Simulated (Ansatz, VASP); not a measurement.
One calculation of ZnS7, two programs

The input INCAR:

```
  PREC = Accurate
  ENCUT = 600
  EDIFF = 1E-6
  ISMEAR = 0
  SIGMA = 0.2
  LREAL = False
  LASPH = True
  NELM = 80
  ALGO = Normal
  ISIF = 3
  LWAVE = False
  LCHARG = False
  GGA = PE
  IBRION = 2
  NSW = 36
  EDIFFG = -0.08
```

File KPOINTS:

```
Automatic mesh
0
Gamma
  3 3 3
```

The input POSCAR:

```
ZnS7
1.0
    4.5400000000      2.6211702200      2.4000000000
   -4.5400000000      2.6211702200      2.4000000000
    0.0000000000     -5.2423404400      2.4000000000
Zn S
1 7
Direct
    0.7250000000      0.7250000000      0.7250000000
    0.8193000000      0.8193000000      0.1724000000
    0.1807000000      0.8276000000      0.1807000000
    0.1724000000      0.8193000000      0.8193000000
    0.1807000000      0.1807000000      0.8276000000
    0.8193000000      0.1724000000      0.8193000000
    0.8276000000      0.1807000000      0.1807000000
    0.4200000000      0.4200000000      0.4200000000
```

Input for Ansatz:

```yaml
crystal:
  lattice:
    - [4.54, 2.62117022, 2.4]
    - [-4.54, 2.62117022, 2.4]
    - [0.0, -5.24234044, 2.4]
  atoms:
    - { symbol: Zn, position: [0.725, 0.725, 0.725] }
    - { symbol: S, position: [0.8193, 0.8193, 0.1724] }
    - { symbol: S, position: [0.1807, 0.8276, 0.1807] }
    - { symbol: S, position: [0.1724, 0.8193, 0.8193] }
    - { symbol: S, position: [0.1807, 0.1807, 0.8276] }
    - { symbol: S, position: [0.8193, 0.1724, 0.8193] }
    - { symbol: S, position: [0.8276, 0.1807, 0.1807] }
    - { symbol: S, position: [0.42, 0.42, 0.42] }
basis:
  ecutwfc: 420
kpoints:
  mp_grid: { grid: [3, 3, 3] }
hamiltonian:
  xc: pbe
scf:
  occupations: { method: gaussian, width: 0.2 }
  lower_state_search: "off"
output:
  forces: true
  stress: true
  eigenvalues: true
relax:
  adjacent_minimum: "off"
  f_tol: 0.08
  max_steps: 16
  cell: { stress_tol: 0.8 }
```

Alike in both runs: task relaxation of cell and atoms; functional PBE; k mesh 3 × 3 × 3; occupations gaussian, width 0.2 eV; no spin polarisation.

|  | VASP | Ansatz |
| --- | --- | --- |
| version | VASP 6.6.1 | Ansatz 0.2.0 |
| potentials or method | VASP PAW PBE potentials, release 64 (Zn, S), cutoff 600 eV | scalar-relativistic, plane waves, PAW |
| valence electrons in the cell | 54 | 54 |

Ansatz gave:

```
gap on the k mesh at the Fermi level, each at its own relaxed structure (eV) : 0.97
relaxed volume (Å³/atom)                                                     : 26.02
relaxed cell length with the largest relative difference (Å)                 : 6.032
```

Question: Estimate VASP's values.

Answer: gap on the k mesh at the Fermi level, each at its own relaxed structure (eV): 1.04; relaxed volume (Å³/atom): 26.89; relaxed cell length with the largest relative difference (Å): 6.089.

Noted on VASP's run: the volume moved by over 15 % at a fixed basis, so the end points are rough.
